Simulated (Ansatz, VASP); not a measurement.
FeNi3: VASP beside Ansatz

```
Ni Fe
1.0
     3.52121    0.00000    0.00000
     0.00000    3.52121    0.00000
     0.00000    0.00000    3.52121
Ni Fe
3 1
Direct
  0.50000 0.50000 0.00000
  0.50000 0.00000 0.50000
  0.00000 0.50000 0.50000
  0.00000 0.00000 0.00000
```

Alike in both runs: task single point; functional PBE; k mesh 8 × 8 × 8; occupations fermi-dirac, width 0.05 eV; collinear spin.

```csv
,VASP,Ansatz
version,VASP 6.6.1,Ansatz 0.2.0
potentials or method,"VASP PAW PBE potentials, release 64 (Ni, Fe)",Ansatz PAW
plane-wave cutoff (eV),520,420
valence electrons in the cell,38,70
```

Ansatz gave:

* gap on the k mesh at the Fermi level (eV): none
* pressure (GPa): 4.2
* net moment per atom (μB): 1.21
* size of the moment on the site where the two differ most (μB): 0.70

**Question.** Estimate VASP's values.

**Answer.** gap on the k mesh at the Fermi level (eV): none; pressure (GPa): 3.9; net moment per atom (μB): 1.19; size of the moment on the site where the two differ most (μB): 0.63.

Site moments also hang on the region over which each program counts them. A gap of «none» marks a metal or a gap that the smearing closes. VASP's potentials hold 38 valence electrons a cell and Ansatz's 70, so a difference there can come from the potentials and not from the codes.
